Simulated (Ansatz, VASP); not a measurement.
# One calculation of Al3Ag5, two programs

```xyz
8
Lattice="5.3454 0.0000 0.0000 -2.6727 4.6292 0.0000 0.0000 0.0000 7.2437" Properties=species:S:1:pos:R:3 pbc="T T T"
Al    2.6727    0.0000    0.0000
Al   -1.3363    2.3146    0.0000
Al    1.3363    2.3146    0.0000
Ag    0.0000    3.0861    2.2622
Ag    2.6727    1.5431    2.2622
Ag    2.6727    1.5431    4.9815
Ag    0.0000    3.0861    4.9815
Ag    0.0000    0.0000    0.0000
```

Alike in both runs: functional PBE; k mesh 12 × 12 × 6; occupations gaussian, width 0.1 eV; no spin polarisation.

Ansatz relaxed the structure, and its values are those at the end. VASP's run is a single point on that final structure, the one shown.

|  | VASP | Ansatz |
| --- | --- | --- |
| version | VASP 6.6.1 | Ansatz 0.2.0 |
| potentials or method | VASP PAW PBE potentials, release 64 (Al, Ag), cutoff 520 eV | scalar-relativistic, plane waves, PAW |
| valence electrons in the cell | 64 | 104 |

|  | VASP | Ansatz | Ansatz less VASP |
| --- | --- | --- | --- |
| gap on the k mesh at the Fermi level (eV) | none | none | - |
| pressure (GPa) | 0.0 | 0.0 | -0.01 |
| rms of the force components (eV/Å) | 0.006 | 0.003 | -0.0031 |

A gap of «none» marks a metal or a gap that the smearing closes. VASP's potentials hold 64 valence electrons a cell and Ansatz's 104, so a difference there can come from the potentials and not from the codes.
